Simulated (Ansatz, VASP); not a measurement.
# Sn: VASP beside Ansatz

```
Sn
1.0
    -2.82253    2.82253    1.47136
     2.82253   -2.82253    1.47136
     2.82253    2.82253   -1.47136
Sn
2
Direct
  0.75000 0.25000 0.50000
  0.00000 0.00000 0.00000
```

Change from the starting cell: strain -0.040 along x and y, -0.080 along z, atoms carried along.

Alike in both runs: task single point; functional PBEsol; k mesh 16 × 16 × 16; occupations gaussian, width 0.15 eV; no spin polarisation.

|  | VASP | Ansatz |
| --- | --- | --- |
| version | VASP 6.6.1 | Ansatz 0.2.0 |
| potentials or method | VASP PAW PBE potentials, release 64 (Sn_d), cutoff 520 eV | scalar-relativistic, plane waves, PAW |
| valence electrons in the cell | 28 | 28 |

|  | VASP | Ansatz | Ansatz less VASP |
| --- | --- | --- | --- |
| gap on the k mesh at the Fermi level (eV) | none | none | - |
| pressure (GPa) | 10.8 | 10.8 | +0.05 |
| traceless stress, the component that is largest in VASP (GPa) | 3.22 | 3.23 | +0.006 |

VASP's potentials were made for PBE, not for PBEsol. A gap of «none» marks a metal or a gap that the smearing closes.
